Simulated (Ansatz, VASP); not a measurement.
TaRu in VASP and in Ansatz

```xyz
2
Lattice="3.1976 0.0000 0.0000 0.0000 3.1976 0.0000 0.0000 0.0000 3.1976" Properties=species:S:1:pos:R:3 pbc="T T T"
Ta    1.5988    1.5988    1.5988
Ru    0.0000    0.0000    0.0000
```

Change from the starting cell: volume scaled by 1.01.

Alike in both runs: task single point; functional LDA; k mesh 13 × 13 × 13; occupations fermi-dirac, width 0.03 eV; no spin polarisation.

|  | VASP | Ansatz |
| --- | --- | --- |
| version | VASP 6.6.1 | Ansatz 0.2.0 |
| potentials or method | VASP PAW LDA potentials, release 64 (Ta_pv, Ru_pv), cutoff 520 eV | all-electron LAPW, scalar-relativistic |

Ansatz gave:

| Item | Value |
| --- | --- |
| pressure (GPa) | -18.2 |

Which values does VASP return?

Pressure (GPa): -17.6.

LDA's correlation is that of Perdew and Zunger in VASP and of Perdew and Wang (1992) in Ansatz. Ansatz ran all-electron here, and VASP with PAW potentials.

Neither program's run includes spin-orbit coupling.
